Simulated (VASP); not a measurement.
**Au: relaxation of cell and atoms with PBE**

The system is Au.

```
CELL_PARAMETERS angstrom
2.50690 0.00000 0.00000
-1.25345 2.17104 0.00000
0.00000 0.00000 4.06118
ATOMIC_POSITIONS crystal
Au 0.33333 0.66667 0.25000
Au 0.66667 0.33333 0.75000
```

| Quantity | Value |
| --- | --- |
| Program | VASP 6.6.1 |
| Task | relaxation of cell and atoms |
| Functional | PBE |
| Potentials or basis | VASP PAW PBE potentials, release 64 (Au) |
| Cutoff | 600 eV |
| k mesh | 18 × 18 × 10 |
| Occupations | fermi-dirac, width 0.1 eV |
| Spin | no spin polarisation |
| Target pressure | 270 GPa |
| Dipole correction | no |
| Further INCAR settings | ALGO = Normal; EDIFF = 1e-06; IBRION = 2; EDIFFG = -0.005; NSW = 60; ISIF = 3 |

| Quantity | Value |
| --- | --- |
| Relaxed volume | 11.04 Å³/atom |
| Relaxed cell | a = 2.487 Å, b = 2.487 Å, c = 4.122 Å, α = 90.00°, β = 90.00°, γ = 120.00° |
| Space group after relaxing (to 0.05 Å) | P6_3/mmc (No. 194) |
| Energy change on relaxing (the enthalpy is what falls) | +4.7 meV/atom |
| Ionic steps | 5 |
| Pressure after relaxing | 270.0 GPa |
| Band gap on the k mesh | zero (band 11 reaches 25.02 eV, above the bottom of band 12 at 14.99 eV) |

Step by step:
```tsv
step	energy change (eV)	largest force (eV/Å)	pressure (GPa)	volume (Å³)
1	0.0000	0.0000	269.24	22.10
2	0.4052	0.0000	282.81	21.90
3	0.0794	0.0000	272.40	22.04
4	-0.6486	0.0000	247.20	22.49
5	0.0094	0.0000	269.96	22.09
```

Final structure:
```
Au
1.0
     2.48743    0.00000    0.00000
    -1.24372    2.15418    0.00000
     0.00000    0.00000    4.12162
Au
2
Cartesian
  0.0000 1.4361 1.0304
  1.2437 0.7181 3.0912
```

Levels at points of the mesh, in eV from the Fermi level:
```csv
k point,band 8,band 9,band 10,band 11,band 12,band 13,band 14,band 15
"(0.00, 0.00, 0.00)",-6.20,-6.20,-3.72,-3.22,-3.22,5.51,12.61,14.52
"(0.50, 0.00, 0.00)",-2.53,-2.49,-2.08,0.49,2.58,7.17,9.16,10.83
"(0.00, 0.00, 0.50)",-8.26,-4.11,-4.11,-4.11,-4.11,11.98,11.98,15.32
"(0.50, 0.00, 0.50)",-4.23,-2.27,-2.27,-0.52,-0.52,6.73,6.73,14.49
```

Wall time 5.5 min on 1 thread of AMD EPYC 7R13 (shared host), peak memory 0.18 GiB.

Caveat: the cell is relaxed towards a set pressure, so the enthalpy falls and the energy may rise; spin-orbit coupling is left out, which moves the levels of the heavy elements.
